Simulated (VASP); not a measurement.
CdS: single point with PBEsol

The system is CdS.

```
Cd S
1.0
     0.00000    2.98168    2.98168
     2.98168    0.00000    2.98168
     2.98168    2.98168    0.00000
Cd S
1 1
Cartesian
  0.0000 0.0000 0.0000
  4.4725 4.4725 4.4725
```

This cell differs from its parent crystal: volume scaled by 1.04.

| Item | Value |
| --- | --- |
| Program | VASP 6.6.1 |
| Task | single point |
| Functional | PBEsol |
| Potentials or basis | VASP PAW PBE potentials, release 64 (Cd, S) |
| Cutoff | 520 eV |
| k mesh | 7 × 7 × 7 |
| Occupations | fermi-dirac, width 0.02 eV |
| Spin | no spin polarisation |

- Pressure: -3.4 GPa
- Band gap on the k mesh: 0.87 eV, direct

Levels at points of the mesh, in eV from the valence-band top:
```tsv
k point	band 6	band 7	band 8	band 9	band 10	band 11	band 12	band 13
(0.00, 0.00, 0.00)	-7.11	0.00	0.00	0.00	0.87	6.45	6.45	6.45
```

It took 9.4 s on 1 thread of Intel(R) Xeon(R) 6975P-C (Granite Rapids), with other jobs on the host, peak memory 0.18 GiB.

Caveat: the PAW data sets were made with another functional, which shifts forces and pressure a little.
